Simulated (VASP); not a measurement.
Wanted: the native input for a VASP 6.6.1 run.

| Property | Result |
| --- | --- |
| Task | single point |
| Functional | r2SCAN |
| Potentials or basis | VASP PAW PBE potentials, release 64 (Mn_pv, O) |
| Cutoff | 520 eV |
| k mesh | 16 × 16 × 16 |
| Occupations | gaussian, width 0.1 eV |
| Spin | collinear spin, ferromagnetic start |
| Starting moments | [4.69, 0.28] μB |
| Dipole correction | no |
| Further INCAR settings | ALGO = Normal; EDIFF = 1e-06; NBANDS = 20 |

The system is MnO (Manganosite).

```
Mn O
1.0
     0.00000    2.24724    2.24724
     2.24724    0.00000    2.24724
     2.24724    2.24724    0.00000
Mn O
1 1
Direct
  0.00000 0.00000 0.00000
  0.50000 0.50000 0.50000
```

This cell differs from its parent crystal: volume scaled by 1.03.

One way to write it, as run:

POSCAR

```
MnO
1.0
    0.0000000000      2.2472448805      2.2472448805
    2.2472448805      0.0000000000      2.2472448805
    2.2472448805      2.2472448805      0.0000000000
Mn O
1 1
Direct
    0.0000000000      0.0000000000      0.0000000000
    0.5000000000      0.5000000000      0.5000000000
```

INCAR.step1

```
SYSTEM = MnO
  PREC = Accurate
  ENCUT = 520
  ISMEAR = 0
  SIGMA = 0.1
  LREAL = .False.
  LASPH = .True.
  NELM = 150
  ISPIN = 2
  MAGMOM = 4.69 0.28
  LMAXMIX = 4
  NBANDS = 20
  GGA = PE
  ALGO = Normal
  EDIFF = 1E-4
  LWAVE = .True.
  LCHARG = .False.
```

INCAR.step2

```
SYSTEM = MnO
  PREC = Accurate
  ENCUT = 520
  EDIFF = 1E-6
  ISMEAR = 0
  SIGMA = 0.1
  LREAL = .False.
  LASPH = .True.
  NELM = 150
  ALGO = Normal
  ISIF = 2
  LWAVE = .False.
  LCHARG = .False.
  ISPIN = 2
  MAGMOM = 4.69 0.28
  LORBIT = 11
  LMAXMIX = 4
  METAGGA = R2SCAN
  LMIXTAU = .True.
  NBANDS = 20
  ISTART = 1
```

KPOINTS

```
Automatic mesh
0
Gamma
  16 16 16
  0 0 0
```

Potentials or basis: VASP PAW PBE potentials, release 64 (Mn_pv, O).

The run is started by

```bash
$ cat potpaw_PBE.64/Mn_pv/POTCAR potpaw_PBE.64/O/POTCAR > POTCAR
$ cp INCAR.step1 INCAR
$ mpirun -np 1 vasp_std > vasp.out
$ cp INCAR.step2 INCAR
$ mpirun -np 1 vasp_std > vasp.out
```

Results of the run:

* Pressure: -4.4 GPa
* Band gap on the k mesh: zero (filled and empty bands overlap)
* Net moment: 5.00 μB per cell
* Site moments: Mn +4.55; O +0.22 μB
* Valence electrons inside the program's atomic spheres: Mn 11.31; O 5.01

Caveat: the PAW data sets were made with another functional, which shifts forces and pressure a little; a cell with one magnetic atom can't hold antiferromagnetic order, which such compounds often take; semilocal functionals often make such compounds metallic where correlation or magnetic order opens a gap, which also shifts bond lengths.

Wall time 3.8 min on 1 thread of Intel(R) Xeon(R) Platinum 8375C CPU @ 2.90GHz (Ice Lake) (shared host), peak memory 0.22 GiB.
